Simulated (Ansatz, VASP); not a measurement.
**One calculation of Hf2Mo, two programs**

```
Hf Mo
1.0
     1.74625    1.00820    5.27413
    -1.74625    1.00820    5.27413
     0.00000   -2.01640    5.27413
Hf Mo
2 1
Direct
  0.75000 0.75000 0.75000
  0.25000 0.25000 0.25000
  0.00000 0.00000 0.00000
```

Alike in both runs: task single point; functional PBE; k mesh 6 × 6 × 6; occupations gaussian, width 0.1 eV; no spin polarisation.

|  | VASP | Ansatz |
| --- | --- | --- |
| version | VASP 6.6.1 | Ansatz 0.2.0 |
| potentials or method | VASP PAW PBE potentials, release 64 (Hf_pv, Mo_sv), cutoff 520 eV | scalar-relativistic, plane waves, PAW |
| valence electrons in the cell | 34 | 66 |

```tsv
	VASP	Ansatz	Ansatz less VASP
gap on the k mesh at the Fermi level (eV)	none	none	-
rms of the force components (eV/Å)	2.718	2.787	+0.0691
```

Atom by atom the forces differ by 0.069 eV/Å (rms over components). A gap of «none» marks a metal or a gap that the smearing closes. With one functional, cell and mesh, what is left measures potentials, basis and numerics. VASP's potentials hold 34 valence electrons a cell and Ansatz's 66, so a difference there can come from the potentials and not from the codes.

Spin-orbit coupling is off throughout.
